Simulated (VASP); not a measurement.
A run of VASP 6.6.1 is set up as follows.

File INCAR:

```
PREC     = Accurate       # precision mode
ENCUT    = 600            # plane-wave cutoff, eV
EDIFF    = 1E-6           # SCF threshold, eV
ISMEAR   = 0              # smearing method
SIGMA    = 0.01           # smearing width, eV
LREAL    = False          # projectors in reciprocal space
LASPH    = True           # aspherical terms in the spheres
NELM     = 80             # most SCF steps
ALGO     = Normal         # electronic algorithm
ISIF     = 3              # what is computed and relaxed
LWAVE    = False          # write WAVECAR
LCHARG   = False          # write CHGCAR
GGA      = PE             # functional
IBRION   = 2              # ionic algorithm
NSW      = 50             # ionic steps
EDIFFG   = -0.03          # ionic threshold
PSTRESS  = 100.0
```

File KPOINTS:

```
Automatic mesh
0
Gamma
  4 4 4
```

POSCAR

```
KZnF3
1.0
    4.0500000000      0.0000000000      0.0000000000
    0.0000000000      4.0500000000      0.0000000000
    0.0000000000      0.0000000000      4.0500000000
K Zn F
1 1 3
Direct
    0.0000000000      0.0000000000      0.0000000000
    0.5000000000      0.5000000000      0.5000000000
    0.5000000000      0.5000000000      0.0000000000
    0.0000000000      0.5000000000      0.5000000000
    0.5000000000      0.0000000000      0.5000000000
```

Potentials or basis: VASP PAW PBE potentials, release 64 (K_sv, Zn, F).

Run with:

```console
$ cat potpaw_PBE.64/K_sv/POTCAR potpaw_PBE.64/Zn/POTCAR potpaw_PBE.64/F/POTCAR > POTCAR
$ mpirun -np 1 vasp_std > vasp.out
```

(1) What does it give for the space group after relaxing (to 0.1 Å)?

(2) What does it give for the relaxed volume?

## Answers

(1) Pm-3m (No. 221).

(2) 12.64 Å³/atom.

Caveat: the cell is relaxed towards a set pressure, so the run minimises the enthalpy, not the energy.
